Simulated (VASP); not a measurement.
# Ni (Fm-3m) in VASP: further runs

Ni is run at these levels: BLYP+D4, PBE, r2SCAN; tasks: single point.

Everything below comes from runs of VASP 6.6.1. Logs are shortened: lines on timing, memory, paths and dates and some standing lists are left out, and cuts for length are marked.

## Step 1: The cell of the first run

The structure is cubic, space group Fm-3m (No. 225). The conventional cell has a = 3.498 Å, b = 3.498 Å, c = 3.498 Å, α = 90.00°, β = 90.00°, γ = 90.00°. Ni (site symmetry m-3m) has 12 Ni at 2.47 Å within 3.3 Å.

## Step 2: Single point, BLYP+D4, collinear spin, ferromagnetic start

File INCAR:

```
PREC = Accurate ; ENCUT = 520
EDIFF = 1E-7 ; ISMEAR = -1
SIGMA = 0.05 ; LREAL = F
LASPH = T ; NELM = 150
ALGO = Normal ; ISIF = 2
LWAVE = F ; LCHARG = F
ISPIN = 2 ; MAGMOM = 1
LORBIT = 11 ; LMAXMIX = 4
GGA = B5 ; ALDAX = 1.0
AGGAX = 1.0 ; AGGAC = 1.0
ALDAC = 0.0 ; IVDW = 13
VDW_S6 = 1.0 ; VDW_S8 = 2.34076671
VDW_A1 = 0.44488865 ; VDW_A2 = 4.0933009
NBANDS = 15
```

File KPOINTS:

```
regular mesh
0
Gamma
  13 13 13
```

File POSCAR:

```
Ni
1.0
    0.0000000000      1.7491606853      1.7491606853
    1.7491606853      0.0000000000      1.7491606853
    1.7491606853      1.7491606853      0.0000000000
Ni
1
Direct
    0.0000000000      0.0000000000      0.0000000000
```

Potentials or basis: VASP PAW PBE potentials, release 64 (Ni).

Run with:

```
> cat potpaw_PBE.64/Ni/POTCAR > POTCAR
> mpirun -np 1 vasp_std > vasp.out
```

OUTCAR:

```text
PREC = Accurate
   ENCUT = 520
   EDIFF = 1E-7
   ISMEAR = -1
   LREAL = F
   LASPH = T
   NELM = 150
   ISIF = 2
   ISPIN = 2
   LORBIT = 11
   GGA = B5
   IVDW = 13

 ion  position               nearest neighbor table
   1  0.000  0.000  0.000-

  LATTYP: Found a face centered cubic cell.
 ALAT       =     3.4983213706

  Lattice vectors:

 A1 = (   0.0000000000,   1.7491606853,   1.7491606853)
 A2 = (   1.7491606853,   0.0000000000,   1.7491606853)
 A3 = (   1.7491606853,   1.7491606853,   0.0000000000)

Analysis of symmetry for initial positions (statically):
=====================================================================
 Subroutine PRICEL returns:
 Original cell was already a primitive cell.

 Routine SETGRP: Setting up the symmetry group for a
 face centered cubic supercell.

 Subroutine GETGRP returns: Found 48 space group operations
 (whereof 48 operations were pure point group operations)
 out of a pool of 48 trial point group operations.

The static configuration has the point symmetry O_h .

Analysis of symmetry for dynamics (positions and initial velocities):
=====================================================================
 Subroutine PRICEL returns:
 Original cell was already a primitive cell.

 Routine SETGRP: Setting up the symmetry group for a
 face centered cubic supercell.

 Subroutine GETGRP returns: Found 48 space group operations
 (whereof 48 operations were pure point group operations)
 out of a pool of 48 trial point group operations.

The dynamic configuration has the point symmetry O_h .

Analysis of structural, dynamic, and magnetic symmetry:
=====================================================================
 Subroutine PRICEL returns:
 Original cell was already a primitive cell.

 Routine SETGRP: Setting up the symmetry group for a
 face centered cubic supercell.

 Subroutine GETGRP returns: Found 48 space group operations
 (whereof 48 operations were pure point group operations)
 out of a pool of 48 trial point group operations.

The overall configuration has the point symmetry O_h .

 Subroutine INISYM returns: Found 48 space group operations
 (whereof 48 operations are pure point group operations),
 and found     1 'primitive' translations

----------------------------------------------------------------------------------------

                                     Primitive cell

  volume of cell :      10.7033

  direct lattice vectors                    reciprocal lattice vectors
     0.000000000  1.749160685  1.749160685    -0.285851382  0.285851382  0.285851382
     1.749160685  0.000000000  1.749160685     0.285851382 -0.285851382  0.285851382
[... 125 lines left out ...]
  ---------------------------------------------------
  free energy    TOTEN  =        -4.58776401 eV

  energy without entropy =       -4.57513093  energy(sigma->0) =       -4.58144747

 E-fermi :  10.0633     XC(G=0): -12.7585

 val. band max:       10.0617758953   @ k =  -0.4615   0.4615   0.0000
 cond. band min:      10.0833953927   @ k =  -0.3846   0.3077   0.0000
 fundamental gap:      0.0216194973
 Fermi energy:        10.0632981803

 spin component 1

 k-point     1 :       0.0000    0.0000    0.0000
  band No.  band energies     occupation
      1       1.0967      1.00000
      2       7.6012      1.00000
      3       7.6012      1.00000
      4       7.6012      1.00000
      5       8.7941      1.00000
      6       8.7941      1.00000
      7      34.2880      0.00000
      8      37.9971      0.00000
      9      37.9971      0.00000
     10      37.9971      0.00000
     11      41.0745      0.00000
     12      41.0745      0.00000
     13      41.0745      0.00000
     14      44.4397      0.00000
[... 403 lines left out ...]
      4       8.0162      1.00000
      5       9.5109      0.99998
      6      11.0136      0.00000
      7      18.1691      0.00000
      8      29.2821      0.00000
      9      30.7953      0.00000
     10      33.0507      0.00000
     11      43.1903      0.00000
     12      43.3328      0.00000
     13      46.2865      0.00000
     14      49.4794      0.00000
     15      55.4499      0.00000

 [... further k-points ...]

 spin component 2

 k-point     1 :       0.0000    0.0000    0.0000
  band No.  band energies     occupation
      1       1.0941      1.00000
      2       8.3266      1.00000
      3       8.3267      1.00000
      4       8.3267      1.00000
      5       9.3418      1.00000
      6       9.3418      1.00000
      7      34.1765      0.00000
      8      38.0084      0.00000
      9      38.0084      0.00000
     10      38.0084      0.00000
     11      41.2123      0.00000
     12      41.2123      0.00000
     13      41.2123      0.00000
     14      44.3712      0.00000
[... 403 lines left out ...]
      4       8.6209      1.00000
      5      10.2292      0.03497
      6      11.4550      0.00000
      7      18.4403      0.00000
      8      29.3469      0.00000
      9      30.8907      0.00000
     10      33.1214      0.00000
     11      43.2024      0.00000
     12      43.3884      0.00000
     13      46.3562      0.00000
     14      49.7177      0.00000
     15      56.7911      0.00000

 [... further k-points ...]

------------------------ aborting loop because EDIFF is reached ----------------------------------------

  DFT-D4 for vdW energy calculation

  Edisp (eV):   -0.89734

  FORCE on cell =-STRESS in cart. coord.  units (eV):
  Direction    XX          YY          ZZ          XY          YZ          ZX
  --------------------------------------------------------------------------------------
  -------------------------------------------------------------------------------------
  Total       0.00997     0.00997     0.00997     0.00000     0.00000    -0.00000
  in kB       1.49305     1.49305     1.49305     0.00000     0.00000    -0.00000
  external pressure =        1.49 kB  Pullay stress =        0.00 kB

 VOLUME and BASIS-vectors are now :
 -----------------------------------------------------------------------------
  energy-cutoff  :      520.00
  volume of cell :       10.70
      direct lattice vectors                 reciprocal lattice vectors
     0.000000000  1.749160685  1.749160685    -0.285851382  0.285851382  0.285851382
     1.749160685  0.000000000  1.749160685     0.285851382 -0.285851382  0.285851382
     1.749160685  1.749160685  0.000000000     0.285851382  0.285851382 -0.285851382

 POSITION                                       TOTAL-FORCE (eV/Angst)
 -----------------------------------------------------------------------------------
      0.00000      0.00000      0.00000         0.000000     -0.000000     -0.000000
 -----------------------------------------------------------------------------------
    total drift:                                0.000000     -0.000000     -0.000000

  FREE ENERGIE OF THE ION-ELECTRON SYSTEM (eV)
  ---------------------------------------------------
  free  energy   TOTEN  =        -5.4851082570 eV

  energy  without entropy=       -5.4724751753  energy(sigma->0) =       -5.47879172

 total charge

# of ion       s       p       d       tot
------------------------------------------
    1        0.507   0.498   8.376   9.381

 magnetization (x)

# of ion       s       p       d       tot
------------------------------------------
    1       -0.005  -0.022   0.649   0.622
```

Run time: 33 s. Hardware: 1 thread of Intel Xeon 8259CL, shared host; peak memory 0.14 GiB.

Results:

```
Free energy                                           : -5.4851 eV
Pressure                                              : 0.1 GPa
Net moment                                            : 0.61 μB per cell
Site moments                                          : Ni +0.62 μB
Valence electrons inside the program's atomic spheres : Ni 9.38
Dispersion energy per atom                            : -0.897 eV
```

Levels at points of the mesh, in eV from the Fermi level:
Spin up:
```tsv
k point	band 3	band 4	band 5	band 6	band 7	band 8
(0.00, 0.00, 0.00)	-2.46	-2.46	-1.27	-1.27	24.22	27.93
```
Spin down:
```tsv
k point	band 2	band 3	band 4	band 5	band 6	band 7	band 8	band 9
(0.00, 0.00, 0.00)	-1.74	-1.74	-1.74	-0.72	-0.72	24.11	27.95	27.95
```

Caveat: the PAW data sets were made with another functional, which shifts forces and pressure a little; pairwise dispersion overbinds metals, which lowers pressure and volume.

## Step 3: Single point, PBE, collinear spin, ferromagnetic start

This run uses another cell than the first one, of 10.91 Å³/atom, 1.019 times its volume.

File INCAR:

```
PREC = Accurate
ENCUT = 520
EDIFF = 1E-6
ISMEAR = -1
SIGMA = 0.05
LREAL = False
LASPH = True
NELM = 150
ALGO = Normal
ISIF = 2
LWAVE = False
LCHARG = False
ISPIN = 2
MAGMOM = 1
LORBIT = 11
LMAXMIX = 4
GGA = PE
NBANDS = 15
```

KPOINTS is that of step 2.

File POSCAR:

```
Ni
1.0
    0.0000000000      1.7604383569      1.7604383569
    1.7604383569      0.0000000000      1.7604383569
    1.7604383569      1.7604383569      0.0000000000
Ni
1
Direct
    0.0000000000      0.0000000000      0.0000000000
```

Potentials or basis: VASP PAW PBE potentials, release 64 (Ni).

Run with:

```
> cat potpaw_PBE.64/Ni/POTCAR > POTCAR
> mpirun -np 1 vasp_std > vasp.out
```

Wall time 29 s (1 thread of Intel Xeon 8259CL, shared host); peak memory 0.14 GiB.

It converged, with:

```yaml
Free_energy: -5.4800 eV
Pressure: -0.4 GPa
Net_moment: 0.63 μB per cell
Site_moments: Ni +0.64 μB
Valence_electrons_inside_the_program's_atomic_spheres: Ni 9.30
```

Levels at points of the mesh, in eV from the Fermi level:
Spin up:
```
           k point  band 1  band 2  band 3  band 4  band 5  band 6  band 7  band 8  band 9  band 10
(0.00, 0.00, 0.00)   -9.00   -2.43   -2.43   -2.43   -1.26   -1.26   23.69   27.53   27.53    27.53
```
Spin down:
```tsv
k point	band 3	band 4	band 5	band 6	band 7	band 8
(0.00, 0.00, 0.00)	-1.68	-1.68	-0.67	-0.67	23.54	27.51
```

[end of part 1 of 2]
